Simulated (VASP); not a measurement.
## Fe: single point with PBEsol

Fe:

```xyz
2
Lattice="0.0000 2.2672 2.2672 2.2672 0.0000 2.2672 2.2672 2.2672 0.0000" Properties=species:S:1:pos:R:3 pbc="T T T"
Fe   -0.5668   -0.5668   -0.5668
Fe    0.5668    0.5668    0.5668
```

This isn't the form of Fe at room conditions, which is bcc.

```json
{
  "Program": "VASP 6.6.1",
  "Task": "single point",
  "Functional": "PBEsol",
  "Potentials or basis": "VASP PAW PBE potentials, release 64 (Fe)",
  "Cutoff": "520 eV",
  "k mesh": "15 × 15 × 15",
  "Occupations": "fermi-dirac, width 0.08 eV",
  "Spin": "collinear spin, ferromagnetic start",
  "Starting moments": "[2.5, 2.5] μB"
}
```

The pressure is 39.6 GPa. The band gap on the k mesh is zero (filled and empty bands overlap) and the net moment is 0.00 μB per cell. The valence electrons inside the program's atomic spheres are Fe 7.97.

Levels at points of the mesh, in eV from the Fermi level:
Spin up:
```tsv
k point	band 5	band 6	band 7	band 8	band 9	band 10	band 11	band 12
(0.00, 0.00, 0.00)	-3.10	-3.10	-0.52	-0.52	-0.52	1.71	1.71	16.39
```
Spin down:
```csv
k point,band 6,band 7,band 8,band 9,band 10,band 11
"(0.00, 0.00, 0.00)",-3.10,-0.52,-0.52,-0.52,1.71,1.71
```

It took 35 s on 1 thread of Intel(R) Xeon(R) 6975P-C (Granite Rapids), on a shared host, peak memory 0.2 GiB.

Caveat: atoms lie so close that the PAW spheres overlap strongly, which falsifies energies and pressures; the cell stands under pressure; the PAW data sets were made with another functional, which shifts forces and pressure a little.
